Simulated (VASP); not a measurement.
# C (R-3m) in VASP: a series of runs, part 2 of 2

VASP 6.6.1.

## 4. Single point, PBEsol (strained cell)

INCAR reads:

```
SYSTEM = C
PREC = Accurate
ENCUT = 600
EDIFF = 1E-6
ISMEAR = 0
SIGMA = 0.02
LREAL = .FALSE.
LASPH = .TRUE.
NELM = 120
ALGO = Normal
ISIF = 2
LWAVE = .FALSE.
LCHARG = .TRUE.
GGA = PS
LELF = .TRUE.
LVHAR = .TRUE.
NBANDS = 11
GGA_COMPAT = .FALSE.
```

KPOINTS reads:

```
Automatic mesh
0
G
  9 9 9
  0 0 0
```

POSCAR reads:

```
C
1.0
    0.0198711083      1.7700511884      1.7700511884
    1.7700511884      0.0198711083      1.7700511884
    1.7700511884      1.7700511884      0.0198711083
C
2
Direct
    0.0001916485      0.0001916485      0.0001916485
    0.2498083515      0.2498083515      0.2498083515
```

Potentials or basis: VASP PAW PBE potentials, release 64 (C).

The run is started by

```bash
$ cat potpaw_PBE.64/C/POTCAR > POTCAR
$ mpirun -np 1 vasp_std > vasp.out
```

OUTCAR:

```text
SYSTEM = C
   PREC = Accurate
   ENCUT = 600
   EDIFF = 1E-6
   ISMEAR = 0
   LREAL = .FALSE.
   LASPH = .TRUE.
   NELM = 120
   ISIF = 2
   GGA = PS

 ion  position               nearest neighbor table
   1  0.000  0.000  0.000-   2 1.52   2 1.52   2 1.52   2 1.54
   2  0.250  0.250  0.250-   1 1.52   1 1.52   1 1.52   1 1.54

  LATTYP: Found a trigonal (rhomboedric) cell.
 ALAT       =     2.5033092658
 COS(alpha) =     0.5111940774

  Lattice vectors:

 A1 = (   0.0198711083,   1.7700511884,   1.7700511884)
 A2 = (   1.7700511884,   0.0198711083,   1.7700511884)
 A3 = (   1.7700511884,   1.7700511884,   0.0198711083)

Analysis of symmetry for initial positions (statically):
=====================================================================
 Subroutine PRICEL returns:
 Original cell was already a primitive cell.

 Routine SETGRP: Setting up the symmetry group for a
 trigonal (rhombohedral) supercell.

 Subroutine GETGRP returns: Found 12 space group operations
 (whereof  6 operations were pure point group operations)
 out of a pool of 12 trial point group operations.

The static configuration has the point symmetry C_3v.
 The point group associated with its full space group is D_3d.
[... 166 lines left out ...]
 fundamental gap:      4.0901065650
 Fermi energy:        10.4230436867

 k-point     1 :       0.0000    0.0000    0.0000
  band No.  band energies     occupation
      1     -11.7729      2.00000
      2      10.2268      2.00000
      3      10.3160      2.00000
      4      10.3160      2.00000
      5      15.6011      0.00000
      6      16.0956      0.00000
      7      16.0956      0.00000
      8      24.5889      0.00000
      9      29.7710      0.00000
     10      37.2041      0.00000
     11      37.2041      0.00000
[... 309 lines left out ...]
 k-point    24 :       0.4444    0.4444   -0.0000
  band No.  band energies     occupation
      1      -4.5543      2.00000
      2      -0.8838      2.00000
      3       3.7007      2.00000
      4       3.9482      2.00000
      5      14.5192      0.00000
      6      15.6999      0.00000
      7      27.2627      0.00000
      8      27.2788      0.00000
      9      33.6868      0.00000
     10      34.3386      0.00000
     11      43.5469      0.00000

 [... further k-points ...]
[... 5 lines left out ...]
  --------------------------------------------------------------------------------------
  -------------------------------------------------------------------------------------
  Total        0.9684928      0.9684928      0.9684928     -0.4682306     -0.4682306     -0.4682306
  in kB      142.2966738    142.2966738    142.2966738    -68.7952060    -68.7952060    -68.7952060
  external PRESSURE =     142.2966738 kB  Pullay stress =       0.0000000 kB

 VOLUME and BASIS-vectors are now :
 -----------------------------------------------------------------------------
  energy-cutoff  :      600.00
  volume of cell :       10.90
      direct lattice vectors                 reciprocal lattice vectors
     0.019871108  1.770051188  1.770051188    -0.287279528  0.284090248  0.284090248
     1.770051188  0.019871108  1.770051188     0.284090248 -0.287279528  0.284090248
     1.770051188  1.770051188  0.019871108     0.284090248  0.284090248 -0.287279528

 POSITION                                       TOTAL-FORCE (eV/Angst)
 -----------------------------------------------------------------------------------
      0.00068      0.00068      0.00068         0.002595      0.002595      0.002595
      0.88931      0.88931      0.88931        -0.002595     -0.002595     -0.002595
 -----------------------------------------------------------------------------------
    total drift:                                0.000000      0.000000      0.000000

  FREE ENERGIE OF THE ION-ELECTRON SYSTEM (eV)
  ---------------------------------------------------
  free  energy   TOTEN  =       -19.2305720612 eV

  energy  without entropy=      -19.2305720612  energy(sigma->0) =      -19.23057206
```

OSZICAR:

```text
N       E                     dE             d eps       ncg     rms          rms(c)
DAV:   1     0.185369836604E+01    0.18537E+01   -0.53436E+03  1902   0.817E+02
DAV:   2    -0.195178404405E+02   -0.21372E+02   -0.20430E+02  2399   0.134E+02
DAV:   3    -0.199731311170E+02   -0.45529E+00   -0.45364E+00  2221   0.151E+01
DAV:   4    -0.199739565929E+02   -0.82548E-03   -0.82546E-03  2002   0.748E-01
DAV:   5    -0.199739574515E+02   -0.85859E-06   -0.85860E-06  2122   0.241E-02    0.586E+00
DAV:   6    -0.194215636959E+02    0.55239E+00   -0.28513E-01  1930   0.373E+00    0.345E+00
DAV:   7    -0.192299249216E+02    0.19164E+00   -0.33995E-01  2053   0.412E+00    0.742E-01
DAV:   8    -0.192305468007E+02   -0.62188E-03   -0.81617E-03  1999   0.722E-01    0.298E-02
DAV:   9    -0.192305637794E+02   -0.16979E-04   -0.14895E-05  2233   0.359E-02    0.219E-02
DAV:  10    -0.192305722321E+02   -0.84527E-05   -0.34077E-06  2040   0.164E-02    0.443E-03
DAV:  11    -0.192305720612E+02    0.17096E-06   -0.12087E-07  1168   0.312E-03
   1 F= -.19230572E+02 E0= -.19230572E+02  d E =-.112154E-16
```

Run time: 14 s. Hardware: 1 thread of AMD EPYC 7R43 (Zen 3), shared host; peak memory 0.09 GiB.

Results:

| Property | Result |
| --- | --- |
| Free energy | -19.2306 eV |
| Pressure | 14.2 GPa |
| Largest force | 0.004 eV/Å |
| Band gap on the k mesh | 4.09 eV, indirect (least direct gap 5.29 eV) |

Forces in eV/Å, atoms in the order of the input:
```
C    0.003  0.003  0.003
C   -0.003 -0.003 -0.003
```

Stress tensor (GPa, compression positive):
```
14.23 -6.88 -6.88
-6.88 14.23 -6.88
-6.88 -6.88 14.23
```

Caveat: the cell differs from its parent crystal (strained cell); the PAW data sets were made with another functional, which shifts forces and pressure a little. A k mesh can miss the band edges.

## 5. Single point, PBEsol (strained cell)

INCAR reads:

```
ALGO = Normal
EDIFF = 1E-6
ENCUT = 600
GGA = PS
GGA_COMPAT = F
ISIF = 2
ISMEAR = 0
LASPH = T
LCHARG = F
LREAL = F
LWAVE = F
NBANDS = 11
NELM = 120
PREC = Accurate
SIGMA = 0.02
```

KPOINTS reads:

```
k-points
0
Gamma
  9 9 9
```

POSCAR reads:

```
C
1.0
    0.0198319818      1.7700120619      1.7700120619
    1.7700120619      0.0198319818      1.7700120619
    1.7700120619      1.7700120619      0.0198319818
C
2
Direct
    0.0001916485      0.0001916485      0.0001916485
    0.2498083515      0.2498083515      0.2498083515
```

Potentials or basis: VASP PAW PBE potentials, release 64 (C).

The run is started by

```bash
$ cat potpaw_PBE.64/C/POTCAR > POTCAR
$ mpirun -np 1 vasp_std > vasp.out
```

OUTCAR:

```text
EDIFF = 1E-6
   ENCUT = 600
   GGA = PS
   ISIF = 2
   ISMEAR = 0
   LASPH = T
   LREAL = F
   NELM = 120
   PREC = Accurate

 ion  position               nearest neighbor table
   1  0.000  0.000  0.000-   2 1.52   2 1.52   2 1.52   2 1.54
   2  0.250  0.250  0.250-   1 1.52   1 1.52   1 1.52   1 1.54

  LATTYP: Found a trigonal (rhomboedric) cell.
 ALAT       =     2.5032536240
 COS(alpha) =     0.5111723470

  Lattice vectors:

 A1 = (   0.0198319818,   1.7700120619,   1.7700120619)
 A2 = (   1.7700120619,   0.0198319818,   1.7700120619)
 A3 = (   1.7700120619,   1.7700120619,   0.0198319818)

Analysis of symmetry for initial positions (statically):
=====================================================================
 Subroutine PRICEL returns:
 Original cell was already a primitive cell.

 Routine SETGRP: Setting up the symmetry group for a
 trigonal (rhombohedral) supercell.

 Subroutine GETGRP returns: Found 12 space group operations
 (whereof  6 operations were pure point group operations)
 out of a pool of 12 trial point group operations.

The static configuration has the point symmetry C_3v.
 The point group associated with its full space group is D_3d.

Analysis of symmetry for dynamics (positions and initial velocities):
=====================================================================
 Subroutine PRICEL returns:
 Original cell was already a primitive cell.

 Routine SETGRP: Setting up the symmetry group for a
 trigonal (rhombohedral) supercell.

 Subroutine GETGRP returns: Found 12 space group operations
 (whereof  6 operations were pure point group operations)
 out of a pool of 12 trial point group operations.

The dynamic configuration has the point symmetry C_3v.
 The point group associated with its full space group is D_3d.

 Subroutine INISYM returns: Found 12 space group operations
 (whereof  6 operations are pure point group operations),
 and found     1 'primitive' translations

[... 115 lines left out ...]
  volume/ion in A,a.u.               =       5.45        36.79
  Fermi-wavevector in a.u.,A,eV,Ry     =   1.476518  2.790215 29.662150  2.180106
  Thomas-Fermi vector in A             =   2.591035
   LORBIT       =      0    0 simple, 1 ext, 2 COOP (PROOUT), +10 PAW based schemes
   GGA     = PS    functional components
   LHFCALC =     F    Hartree Fock is set to
   AEXX    =    0.0000 exact exchange contribution
   IVDW    =     0    specifies the selected vdW correction
   LEPSILON=     F    determine dielectric tensor
   LRPA    =     F    only Hartree local field effects (RPA)
 non-spin polarized calculation
 Gauss-broadening in eV      SIGMA  =   0.02
  energy-cutoff  :      600.00
  volume of cell :       10.90
 maximum number of plane-waves:       372
   NGX =  9   NGY =  9   NGZ =  9

 number of electron       7.9999999 magnetization

 Free energy of the ion-electron system (eV)
  ---------------------------------------------------
  ext. energy  EPLUGINS =         0.00000000
  ---------------------------------------------------
  free energy    TOTEN  =       -19.23056911 eV

  energy without entropy =      -19.23056911  energy(sigma->0) =      -19.23056911

 E-fermi :  10.4235     XC(G=0): -13.6286

 val. band max:       10.3164728908   @ k =   0.0000   0.0000   0.0000
 cond. band min:      14.4067075116   @ k =   0.3333   0.3333  -0.0000
 fundamental gap:      4.0902346207
 Fermi energy:        10.4235142849

 k-point     1 :       0.0000    0.0000    0.0000
  band No.  band energies     occupation
      1     -11.7728      2.00000
      2      10.2273      2.00000
      3      10.3165      2.00000
      4      10.3165      2.00000
      5      15.6024      0.00000
      6      16.0959      0.00000
      7      16.0959      0.00000
      8      24.5901      0.00000
      9      29.7719      0.00000
     10      37.2050      0.00000
     11      37.2050      0.00000
[... 309 lines left out ...]
 k-point    24 :       0.4444    0.4444   -0.0000
  band No.  band energies     occupation
      1      -4.5541      2.00000
      2      -0.8835      2.00000
      3       3.7012      2.00000
      4       3.9483      2.00000
      5      14.5199      0.00000
      6      15.7003      0.00000
      7      27.2637      0.00000
      8      27.2799      0.00000
      9      33.6880      0.00000
     10      34.3396      0.00000
     11      43.5480      0.00000

 [... further k-points ...]
[... 5 lines left out ...]
  --------------------------------------------------------------------------------------
  -------------------------------------------------------------------------------------
  Total        0.9695476      0.9695476      0.9695476     -0.4673320     -0.4673320     -0.4673320
  in kB      142.4563454    142.4563454    142.4563454    -68.6654357    -68.6654357    -68.6654357
  external PRESSURE =     142.4563454 kB  Pullay stress =       0.0000000 kB

 VOLUME and BASIS-vectors are now :
 -----------------------------------------------------------------------------
  energy-cutoff  :      600.00
  volume of cell :       10.90
      direct lattice vectors                 reciprocal lattice vectors
     0.019831982  1.770012062  1.770012062    -0.287276440  0.284093336  0.284093336
     1.770012062  0.019831982  1.770012062     0.284093336 -0.287276440  0.284093336
     1.770012062  1.770012062  0.019831982     0.284093336  0.284093336 -0.287276440

 POSITION                                       TOTAL-FORCE (eV/Angst)
 -----------------------------------------------------------------------------------
      0.00068      0.00068      0.00068         0.002513      0.002513      0.002513
      0.88928      0.88928      0.88928        -0.002513     -0.002513     -0.002513
 -----------------------------------------------------------------------------------
    total drift:                                0.000000      0.000000      0.000000

  FREE ENERGIE OF THE ION-ELECTRON SYSTEM (eV)
  ---------------------------------------------------
  free  energy   TOTEN  =       -19.2305691095 eV

  energy  without entropy=      -19.2305691095  energy(sigma->0) =      -19.23056911
```

stdout:

```text
POSCAR found type information on POSCAR C
 POSCAR found :  1 types and       2 ions
 scaLAPACK will be used
 -----------------------------------------------------------------------------
|                                                                             |
|                                                                             |
|     You enforced a specific xc type in the INCAR file but a different       |
|     I HOPE YOU KNOW WHAT YOU ARE DOING!                                     |
|                                                                             |
 -----------------------------------------------------------------------------

 LDA part: xc-table for (Slater+PW92), standard interpolation
 POSCAR, INCAR and KPOINTS ok, starting setup
 FFT: planning ... GRIDC
 FFT: planning ... GRID_SOFT
 FFT: planning ... GRID
 WAVECAR not read
 entering main loop
```

It took 21 s on 1 thread of AMD EPYC 7R43 (Zen 3), shared host; peak memory 0.09 GiB.

What came out:

* Free energy: -19.2306 eV
* Pressure: 14.2 GPa
* Largest force: 0.004 eV/Å
* Band gap on the k mesh: 4.09 eV, indirect (least direct gap 5.29 eV)

Forces in eV/Å, atoms in the order of the input:
```
C    0.003  0.003  0.003
C   -0.003 -0.003 -0.003
```

Levels at points of the mesh, in eV from the valence-band top:
```
           k point  band 2  band 3  band 4  band 5  band 6  band 7
(0.00, 0.00, 0.00)   -0.09    0.00    0.00    5.29    5.78    5.78
```

Caveat: the cell differs from its parent crystal (strained cell); the PAW data sets were made with another functional, which shifts forces and pressure a little.

## 6. The runs side by side

| cell | gap on the mesh (eV) | pressure (GPa) |
| --- | --- | --- |
| a = 2.465 Å, angles 60.3°, 2 atoms | 4.16 | 26.1 |
| a = 2.504 Å, angles 59.2°, 2 atoms | 4.09 | 14.0 |
| a = 2.503 Å, angles 59.3°, 2 atoms | 4.09 | 14.2 |

Alike in all rows: task single point; level PBEsol; potentials or basis VASP PAW PBE potentials, release 64 (C); no spin polarisation; k mesh 9 × 9 × 9; cutoff (eV) 600; smearing gaussian 0.02 eV.

Caveats: the PAW data sets were made with another functional, which shifts forces and pressure a little.

Total energies depend on the potentials used, so only differences within one code and one set of settings carry meaning.
